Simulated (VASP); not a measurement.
# MgS (P1) in VASP: notebook

MgS is run at these levels: PBE; tasks: single point.

Everything below comes from runs of VASP 6.6.1. Logs are shortened: lines on timing, memory, paths and dates and some standing lists are left out, and cuts for length are marked.

### Step 1. The cell of the first run

The typed cell holds 2 atoms: a = 3.649 Å, b = 3.649 Å, c = 3.649 Å, α = 60.00°, β = 60.00°, γ = 60.00°.

### Step 2. Single point, PBE

Input file INCAR:

```
ALGO     = Normal         # electronic algorithm
EDIFF    = 1E-6           # SCF threshold, eV
ENCUT    = 600            # plane-wave cutoff, eV
GGA      = PE             # functional
GGA_COMPAT= False        
ISIF     = 2              # what is computed and relaxed
ISMEAR   = 0              # smearing method
LASPH    = True           # aspherical terms in the spheres
LCHARG   = True           # write CHGCAR
LELF     = True           # ELF
LREAL    = False          # projectors in reciprocal space
LVHAR    = True         
LWAVE    = False          # write WAVECAR
NBANDS   = 11             # bands
NELM     = 120            # most SCF steps
PREC     = Accurate       # precision mode
SIGMA    = 0.01           # smearing width, eV
```

Input file KPOINTS:

```
k-points
0
Gamma
  2 2 2
```

Input file POSCAR:

```
MgS
1.0
    0.0000000000      2.5800000000      2.5800000000
    2.5800000000      0.0000000000      2.5800000000
    2.5800000000      2.5800000000      0.0000000000
Mg S
1 1
Direct
    0.0000000000      0.0000000000      0.0000000000
    0.4910417800      0.5344140300      0.4419254800
```

Potentials or basis: VASP PAW PBE potentials, release 64 (Mg, S).

On the command line:

```sh
$ cat potpaw_PBE.64/Mg/POTCAR potpaw_PBE.64/S/POTCAR > POTCAR
$ mpirun -np 1 vasp_std > vasp.out
```

OUTCAR:

```text
EDIFF = 1E-6
   ENCUT = 600
   GGA = PE
   ISIF = 2
   ISMEAR = 0
   LASPH = True
   LREAL = False
   NELM = 120
   PREC = Accurate

 ion  position               nearest neighbor table
   1  0.000  0.000  0.000-   2 2.41   2 2.52   2 2.53   2 2.65   2 2.65   2 2.75
   2  0.491  0.534  0.442-   1 2.41   1 2.52   1 2.53   1 2.65   1 2.65   1 2.75

  LATTYP: Found a face centered cubic cell.
 ALAT       =     5.1600000000

  Lattice vectors:

 A1 = (   0.0000000000,   2.5800000000,   2.5800000000)
 A2 = (   2.5800000000,   0.0000000000,   2.5800000000)
 A3 = (   2.5800000000,   2.5800000000,   0.0000000000)

Analysis of symmetry for initial positions (statically):
=====================================================================
 Subroutine PRICEL returns:
 Original cell was already a primitive cell.

 Routine SETGRP: Setting up the symmetry group for a
 face centered cubic supercell.

 Subroutine GETGRP returns: Found  1 space group operations
 (whereof  1 operations were pure point group operations)
 out of a pool of 48 trial point group operations.

The static configuration has the point symmetry C_1 .

Analysis of symmetry for dynamics (positions and initial velocities):
=====================================================================
 Subroutine PRICEL returns:
 Original cell was already a primitive cell.

 Routine SETGRP: Setting up the symmetry group for a
 face centered cubic supercell.

 Subroutine GETGRP returns: Found  1 space group operations
 (whereof  1 operations were pure point group operations)
 out of a pool of 48 trial point group operations.

The dynamic configuration has the point symmetry C_1 .

 Subroutine INISYM returns: Found  1 space group operations
 (whereof  1 operations are pure point group operations),
 and found     1 'primitive' translations

----------------------------------------------------------------------------------------

                                     Primitive cell

  volume of cell :      34.3470

  direct lattice vectors                    reciprocal lattice vectors
     0.000000000  2.580000000  2.580000000    -0.193798450  0.193798450  0.193798450
     2.580000000  0.000000000  2.580000000     0.193798450 -0.193798450  0.193798450
     2.580000000  2.580000000  0.000000000     0.193798450  0.193798450 -0.193798450

  length of vectors
     3.648670991  3.648670991  3.648670991     0.335668761  0.335668761  0.335668761

  position of ions in fractional coordinates (direct lattice)
     0.000000000  0.000000000  0.000000000
     0.491041780  0.534414030  0.441925480

  ion indices of the primitive-cell ions
   primitive index   ion index
                 1           1
                 2           2

----------------------------------------------------------------------------------------

 KPOINTS: k-points

Automatic generation of k-mesh.
 Grid dimensions read from file:
 generate k-points for:    2    2    2

 Generating k-lattice:

  Cartesian coordinates                     Fractional coordinates (reciprocal lattice)
    -0.096899225  0.096899225  0.096899225     0.500000000  0.000000000  0.000000000
     0.096899225 -0.096899225  0.096899225     0.000000000  0.500000000  0.000000000
     0.096899225  0.096899225 -0.096899225     0.000000000  0.000000000  0.500000000

  Length of vectors
     0.167834381  0.167834381  0.167834381

  Shift w.r.t. Gamma in fractional coordinates (k-lattice)
     0.000000000  0.000000000  0.000000000

 Subroutine IBZKPT returns following result:
 ===========================================

 Found      8 irreducible k-points:

 Following reciprocal coordinates:
            Coordinates               Weight
  0.000000  0.000000  0.000000      1.000000
  0.500000  0.000000  0.000000      1.000000
  0.000000  0.500000  0.000000      1.000000
  0.000000  0.000000  0.500000      1.000000
  0.500000  0.500000  0.500000      1.000000
  0.500000  0.500000  0.000000      1.000000
  0.000000  0.500000  0.500000      1.000000
  0.500000  0.000000  0.500000      1.000000
   k-points           NKPTS =      8   k-points in BZ     NKDIM =      8   number of bands    NBANDS=     11
   number of dos      NEDOS =    301   number of ions     NIONS =      2
   total plane-waves  NPLWV =  27000
   dimension x,y,z NGX =    30 NGY =   30 NGZ =   30
   dimension x,y,z NGXF=    60 NGYF=   60 NGZF=   60
   ions per type =               1   1
   NGX,Y,Z   is equivalent  to a cutoff of  13.67, 13.67, 13.67 a.u.
   NGXF,Y,Z  is equivalent  to a cutoff of  27.34, 27.34, 27.34 a.u.
 SYSTEM =  unknown system
   PREC   = accura    normal or accurate (medium, high low for compatibility)
   ISTART =      0    job   : 0-new  1-cont  2-samecut
   ICHARG =      2    charge: 1-file 2-atom 10-const
   ISPIN  =      1    spin polarized calculation?
   LNONCOLLINEAR =      F non collinear calculations
   LSORBIT =      F    spin-orbit coupling
   LASPH  =      T    aspherical Exc in radial PAW
   ENCUT  =  600.0 eV  44.10 Ry    6.64 a.u.   7.29  7.29  7.29*2*pi/ulx,y,z
   NELM   =    120;   NELMIN=  2; NELMDL= -5     # of ELM steps
   EDIFF  = 0.1E-05   stopping-criterion for ELM
   LREAL  =      F    real-space projection
   EDIFFG = 0.1E-04   stopping-criterion for IOM
   NSW    =      0    number of steps for IOM
   IBRION =     -1    ionic relax: 0-MD 1-quasi-New 2-CG
   NFREE  =      0    steps in history (QN), initial steepest desc. (CG)
   ISIF   =      2    stress and relaxation
   ISYM   =      2    0-nonsym 1-usesym 2-fastsym
   POTIM  = 0.5000    time-step for ionic-motion
   TEBEG  =    0.0;   TEEND  =   0.0 temperature during run
   PSTRESS=    0.0 pullay stress
   NELECT =       8.0000    total number of electrons
   NUPDOWN=      -1.0000    fix difference up-down
   EMIN   =  10.00;   EMAX   =-10.00  energy-range for DOS
   EFERMI =   0.00;   METHOD = LEGACY
   ISMEAR =     0;   SIGMA  =   0.01  broadening in eV -4-tet -1-fermi 0-gaus
   EFERMI_NEDOS =   21; number of points for ismear=-14 and -15
   IALGO  =     38    algorithm
   IMIX   =      4    mixing-type and parameters
     AMIX     =   0.40;   BMIX     =  1.00
     AMIX_MAG =   1.60;   BMIX_MAG =  1.00
  volume/ion in A,a.u.               =      17.17       115.89
  Fermi-wavevector in a.u.,A,eV,Ry     =   1.007260  1.903446 13.804113  1.014574
  Thomas-Fermi vector in A             =   2.140054
   LORBIT       =      0    0 simple, 1 ext, 2 COOP (PROOUT), +10 PAW based schemes
   GGA     = PE    functional components
   LHFCALC =     F    Hartree Fock is set to
   AEXX    =    0.0000 exact exchange contribution
   IVDW    =     0    specifies the selected vdW correction
   LEPSILON=     F    determine dielectric tensor
   LRPA    =     F    only Hartree local field effects (RPA)
 non-spin polarized calculation
 Gauss-broadening in eV      SIGMA  =   0.01
  energy-cutoff  :      600.00
  volume of cell :       34.35
 maximum number of plane-waves:      1162
 NGX is ok and might be reduce to    30
   NGX = 15   NGY = 15   NGZ = 15

 number of electron       8.0000000 magnetization

 Free energy of the ion-electron system (eV)
  ---------------------------------------------------
  ext. energy  EPLUGINS =         0.00000000
  ---------------------------------------------------
  free energy    TOTEN  =        -7.00756805 eV

  energy without entropy =       -7.00756805  energy(sigma->0) =       -7.00756805

 E-fermi :   4.4086     XC(G=0):  -9.6570

 val. band max:        4.3469079091   @ k =   0.0000   0.0000   0.0000
 cond. band min:       6.8387802124   @ k =   0.0000   0.5000   0.5000
 fundamental gap:      2.4918723033
 Fermi energy:         4.4085536789

 k-point     1 :       0.0000    0.0000    0.0000
  band No.  band energies     occupation
      1      -8.4999      2.00000
      2       4.2766      2.00000
      3       4.3221      2.00000
      4       4.3469      2.00000
      5       8.0991      0.00000
      6      12.0154      0.00000
      7      12.0167      0.00000
      8      12.0759      0.00000
      9      14.5218      0.00000
     10      14.5990      0.00000
     11      16.6503      0.00000

 k-point     2 :       0.5000    0.0000    0.0000
  band No.  band energies     occupation
      1      -7.0693      2.00000
      2      -0.8027      2.00000
      3       3.6901      2.00000
      4       3.7054      2.00000
      5       8.7115      0.00000
      6      11.0115      0.00000
      7      11.0420      0.00000
      8      14.3623      0.00000
      9      16.5236      0.00000
     10      18.5162      0.00000
     11      18.6923      0.00000

 k-point     3 :       0.0000    0.5000    0.0000
  band No.  band energies     occupation
      1      -7.0709      2.00000
      2      -0.7938      2.00000
      3       3.6600      2.00000
      4       3.7181      2.00000
      5       8.7257      0.00000
      6      10.9991      0.00000
      7      11.0351      0.00000
      8      14.3680      0.00000
      9      16.5266      0.00000
     10      18.4808      0.00000
     11      18.6716      0.00000

 k-point     4 :       0.0000    0.0000    0.5000
  band No.  band energies     occupation
      1      -7.0740      2.00000
      2      -0.7763      2.00000
      3       3.6522      2.00000
      4       3.6918      2.00000
      5       8.7540      0.00000
      6      10.9795      0.00000
      7      11.0166      0.00000
      8      14.3758      0.00000
      9      16.5378      0.00000
     10      18.4207      0.00000
     11      18.5886      0.00000

 k-point     5 :       0.5000    0.5000    0.5000
  band No.  band energies     occupation
      1      -7.0707      2.00000
      2      -0.7948      2.00000
      3       3.6619      2.00000
      4       3.7181      2.00000
      5       8.7241      0.00000
      6      11.0004      0.00000
      7      11.0359      0.00000
      8      14.3674      0.00000
      9      16.5262      0.00000
     10      18.4843      0.00000
     11      18.6749      0.00000

 k-point     6 :       0.5000    0.5000    0.0000
  band No.  band energies     occupation
      1      -6.6602      2.00000
      2      -0.1250      2.00000
      3       2.4998      2.00000
      4       2.5365      2.00000
      5       6.8390      0.00000
      6       8.4041      0.00000
      7      16.5770      0.00000
      8      17.0322      0.00000
      9      17.8052      0.00000
     10      17.9128      0.00000
     11      20.1525      0.00000

 k-point     7 :       0.0000    0.5000    0.5000
  band No.  band energies     occupation
      1      -6.6602      2.00000
      2      -0.1248      2.00000
      3       2.4986      2.00000
      4       2.5374      2.00000
      5       6.8388      0.00000
      6       8.4038      0.00000
      7      16.5784      0.00000
      8      17.0312      0.00000
      9      17.8064      0.00000
     10      17.9136      0.00000
     11      20.1537      0.00000

 k-point     8 :       0.5000    0.0000    0.5000
  band No.  band energies     occupation
      1      -6.6603      2.00000
      2      -0.1315      2.00000
      3       2.5192      2.00000
      4       2.5316      2.00000
      5       6.8483      0.00000
      6       8.4214      0.00000
      7      16.5162      0.00000
      8      17.0754      0.00000
      9      17.8029      0.00000
     10      17.8240      0.00000
     11      20.0833      0.00000

------------------------ aborting loop because EDIFF is reached ----------------------------------------

  FORCE on cell =-STRESS in cart. coord.  units (eV):
  Direction    XX          YY          ZZ          XY          YZ          ZX
  --------------------------------------------------------------------------------------
  -------------------------------------------------------------------------------------
  Total        2.2395271      3.0217461      2.2564563     -0.0198010      0.0214600      0.0049413
  in kB      104.4666777    140.9546607    105.2563705     -0.9236545      1.0010385      0.2304951
  external PRESSURE =     116.8925697 kB  Pullay stress =       0.0000000 kB

 VOLUME and BASIS-vectors are now :
 -----------------------------------------------------------------------------
  energy-cutoff  :      600.00
  volume of cell :       34.35
      direct lattice vectors                 reciprocal lattice vectors
     0.000000000  2.580000000  2.580000000    -0.193798450  0.193798450  0.193798450
     2.580000000  0.000000000  2.580000000     0.193798450 -0.193798450  0.193798450
     2.580000000  2.580000000  0.000000000     0.193798450  0.193798450 -0.193798450

 POSITION                                       TOTAL-FORCE (eV/Angst)
 -----------------------------------------------------------------------------------
      0.00000      0.00000      0.00000        -0.134603     -0.507837      0.145855
      2.51896      2.40706      2.64568         0.134603      0.507837     -0.145855
 -----------------------------------------------------------------------------------
    total drift:                               -0.000087     -0.000230      0.000092

  FREE ENERGIE OF THE ION-ELECTRON SYSTEM (eV)
  ---------------------------------------------------
  free  energy   TOTEN  =        -7.0075680476 eV

  energy  without entropy=       -7.0075680476  energy(sigma->0) =       -7.00756805
```

Run time: 10 s. Hardware: 1 thread of AMD EPYC 7R13, shared host; peak memory 0.13 GiB.

Results:

| Quantity | Value |
| --- | --- |
| Free energy | -7.0076 eV |
| Pressure | 11.7 GPa |
| Largest force | 0.545 eV/Å |
| Band gap on the k mesh | 2.49 eV, indirect (least direct gap 3.75 eV) |

Forces in eV/Å, atoms in the order of the input:
```
Mg  -0.135 -0.508  0.146
S    0.135  0.508 -0.146
```

Levels at points of the mesh, in eV from the valence-band top:
| k point | band 1 | band 2 | band 3 | band 4 | band 5 | band 6 | band 7 | band 8 |
| --- | --- | --- | --- | --- | --- | --- | --- | --- |
| (0.00, 0.00, 0.00) | -12.85 | -0.07 | -0.02 | 0.00 | 3.75 | 7.67 | 7.67 | 7.73 |
| (0.50, 0.00, 0.00) | -11.42 | -5.15 | -0.66 | -0.64 | 4.36 | 6.66 | 6.70 | 10.02 |
| (0.00, 0.50, 0.00) | -11.42 | -5.14 | -0.69 | -0.63 | 4.38 | 6.65 | 6.69 | 10.02 |
| (0.00, 0.00, 0.50) | -11.42 | -5.12 | -0.69 | -0.66 | 4.41 | 6.63 | 6.67 | 10.03 |
| (0.50, 0.50, 0.50) | -11.42 | -5.14 | -0.68 | -0.63 | 4.38 | 6.65 | 6.69 | 10.02 |
| (0.50, 0.50, 0.00) | -11.01 | -4.47 | -1.85 | -1.81 | 2.49 | 4.06 | 12.23 | 12.69 |
| (0.00, 0.50, 0.50) | -11.01 | -4.47 | -1.85 | -1.81 | 2.49 | 4.06 | 12.23 | 12.68 |
| (0.50, 0.00, 0.50) | -11.01 | -4.48 | -1.83 | -1.82 | 2.50 | 4.07 | 12.17 | 12.73 |

Caveat: the k points lie up to 1.05 Å⁻¹ apart. A k mesh can miss the band edges.

### Step 3. Single point, PBE

This run uses another cell than the first one, of 16.14 Å³/atom, 0.940 times its volume.

Input file INCAR:

```
SYSTEM = MgS
ALGO = Normal ; EDIFF = 1E-6
ENCUT = 600 ; GGA = PE
GGA_COMPAT = .False. ; ISIF = 2
ISMEAR = 0 ; LASPH = .True.
LCHARG = .False. ; LREAL = .False.
LWAVE = .False. ; NBANDS = 11
NELM = 120 ; PREC = Accurate
SIGMA = 0.01
```

Input file KPOINTS:

```
Automatic mesh
0
Gamma
  1 1 1
  0.5 0.5 0.5
```

Input file POSCAR:

```
MgS
1.0
    0.0000000000      2.5273321600      2.5273321600
    2.5273321600      0.0000000000      2.5273321600
    2.5273321600      2.5273321600      0.0000000000
Mg S
1 1
Direct
    0.0000000000      0.0000000000      0.0000000000
    0.4910417800      0.5344140300      0.4419254800
```

Potentials or basis: VASP PAW PBE potentials, release 64 (Mg, S).

On the command line:

```sh
$ cat potpaw_PBE.64/Mg/POTCAR potpaw_PBE.64/S/POTCAR > POTCAR
$ mpirun -np 1 vasp_std > vasp.out
```

It took 4.9 s on 1 thread of Intel Xeon Platinum 8259CL at 2.50GHz (Skylake/Cascade Lake), shared host; peak memory 0.16 GiB.

The run converged. Its results:

* Free energy: -7.1203 eV
* Pressure: 17.3 GPa
* Largest force: 0.832 eV/Å
* Band gap on the k mesh: 5.15 eV, indirect (least direct gap 5.16 eV)

Forces on the atoms (eV/Å):
```
Mg  -0.221 -0.766  0.239
S    0.221  0.766 -0.239
```

Stress tensor (GPa, compression positive):
```
15.87 -0.17  0.05
-0.17 20.06  0.18
 0.05  0.18 15.96
```

Levels at points of the mesh, in eV from the valence-band top:
| k point | band 2 | band 3 | band 4 | band 5 | band 6 | band 7 |
| --- | --- | --- | --- | --- | --- | --- |
| (0.50, 0.50, 0.50) | -4.79 | -0.06 | 0.00 | 5.17 | 7.41 | 7.45 |
| (0.50, 0.00, 0.00) | -4.80 | -0.03 | -0.01 | 5.15 | 7.42 | 7.45 |
| (0.00, 0.00, 0.50) | -4.77 | -0.07 | -0.03 | 5.20 | 7.39 | 7.43 |
| (0.00, 0.50, 0.00) | -4.79 | -0.06 | 0.00 | 5.17 | 7.41 | 7.45 |

Caveat: the k points lie up to 2.15 Å⁻¹ apart. A k mesh can miss the band edges.

### Step 4. Single point, PBE

Input file INCAR:

```
SYSTEM = MgS
PREC = Accurate
ENCUT = 600
EDIFF = 1E-6
ISMEAR = 0
SIGMA = 0.01
LREAL = .FALSE.
LASPH = .TRUE.
NELM = 120
ALGO = Normal
ISIF = 2
LWAVE = .FALSE.
LCHARG = .TRUE.
GGA = PE
LELF = .TRUE.
LVHAR = .TRUE.
NBANDS = 11
GGA_COMPAT = .FALSE.
```

Input file KPOINTS:

```
Automatic mesh
0
G
  2 2 2
  0 0 0
```

Input file POSCAR:

```
MgS
1.0
    0.0000000000      2.5800000000      2.5800000000
    2.5800000000      0.0000000000      2.5800000000
    2.5800000000      2.5800000000      0.0000000000
Mg S
1 1
Direct
    0.0000000000      0.0000000000      0.0000000000
    0.4910417800      0.5344140300      0.4419254800
```

On the command line:

```sh
$ cat potpaw_PBE.64/Mg/POTCAR potpaw_PBE.64/S/POTCAR > POTCAR
$ mpirun -np 1 vasp_std > vasp.out
```

Wall time 7.4 s (1 thread of Intel Xeon Platinum 8259CL at 2.50GHz (Skylake/Cascade Lake), shared host); peak memory 0.16 GiB.

Results (log left out):

| Property | Result |
| --- | --- |
| Free energy | -7.0076 eV |
| Pressure | 11.7 GPa |
| Largest force | 0.545 eV/Å |
| Band gap on the k mesh | 2.49 eV, indirect (least direct gap 3.75 eV) |

Forces on the atoms (eV/Å):
```
Mg  -0.135 -0.508  0.146
S    0.135  0.508 -0.146
```

Stress tensor (GPa, compression positive):
```
10.45 -0.09  0.02
-0.09 14.10  0.10
 0.02  0.10 10.53
```

Levels at points of the mesh, in eV from the valence-band top:
```tsv
k point	band 2	band 3	band 4	band 5	band 6	band 7
(0.00, 0.00, 0.00)	-0.07	-0.02	0.00	3.75	7.67	7.67
(0.50, 0.00, 0.00)	-5.15	-0.66	-0.64	4.36	6.66	6.70
(0.00, 0.50, 0.00)	-5.14	-0.69	-0.63	4.38	6.65	6.69
(0.00, 0.00, 0.50)	-5.12	-0.69	-0.66	4.41	6.63	6.67
(0.50, 0.50, 0.50)	-5.14	-0.68	-0.63	4.38	6.65	6.69
(0.50, 0.50, 0.00)	-4.47	-1.85	-1.81	2.49	4.06	12.23
(0.00, 0.50, 0.50)	-4.47	-1.85	-1.81	2.49	4.06	12.23
(0.50, 0.00, 0.50)	-4.48	-1.83	-1.82	2.50	4.07	12.17
```

Caveat: the k points lie up to 1.05 Å⁻¹ apart.
